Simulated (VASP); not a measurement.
Here is a VASP 6.6.1 calculation.

POSCAR

```
Pt
1.0
   -1.5842200000      1.5842200000      1.5842200000
    1.5842200000     -1.5842200000      1.5842200000
    1.5842200000      1.5842200000     -1.5842200000
Pt
1
Direct
    0.0000000000      0.0000000000      0.0000000000
```

The input INCAR.step1:

```
PREC     = Accurate       # precision mode
ENCUT    = 600            # plane-wave cutoff, eV
ISMEAR   = -1             # smearing method
SIGMA    = 0.1            # smearing width, eV
LREAL    = False          # projectors in reciprocal space
LASPH    = True           # aspherical terms in the spheres
NELM     = 60             # most SCF steps
GGA      = PE             # functional
ALGO     = Normal         # electronic algorithm
EDIFF    = 1E-4           # SCF threshold, eV
LWAVE    = True           # write WAVECAR
LCHARG   = False          # write CHGCAR
```

INCAR.step2

```
PREC     = Accurate       # precision mode
ENCUT    = 600            # plane-wave cutoff, eV
EDIFF    = 1E-6           # SCF threshold, eV
ISMEAR   = -1             # smearing method
SIGMA    = 0.1            # smearing width, eV
LREAL    = False          # projectors in reciprocal space
LASPH    = True           # aspherical terms in the spheres
NELM     = 60             # most SCF steps
ALGO     = Normal         # electronic algorithm
ISIF     = 3              # what is computed and relaxed
LWAVE    = False          # write WAVECAR
LCHARG   = False          # write CHGCAR
METAGGA  = R2SCAN         # meta-GGA
LMIXTAU  = True         
IBRION   = 2              # ionic algorithm
NSW      = 80             # ionic steps
EDIFFG   = -0.005         # ionic threshold
ISTART   = 1
```

Contents of KPOINTS:

```
regular mesh
0
Gamma
  15 15 15
```

Potentials or basis: VASP PAW PBE potentials, release 64 (Pt).

Command:

```sh
$ cat potpaw_PBE.64/Pt/POTCAR > POTCAR
$ cp INCAR.step1 INCAR
$ mpirun -np 1 vasp_std > vasp.out
$ cp INCAR.step2 INCAR
$ mpirun -np 1 vasp_std > vasp.out
```

(1) What does it give for the band gap on the k mesh?

(2) Predict the relaxed cell.

(3) Estimate the relaxed volume.

Answers

(1) zero (band 5 reaches 11.31 eV, above the bottom of band 6 at 8.98 eV).

(2) a = 2.722 Å, b = 2.722 Å, c = 2.722 Å, α = 109.47°, β = 109.47°, γ = 109.47°.

(3) 15.52 Å³/atom.

Caveat: the PAW data sets were made with another functional, which shifts forces and pressure a little; spin-orbit coupling is left out, which moves the levels of the heavy elements.
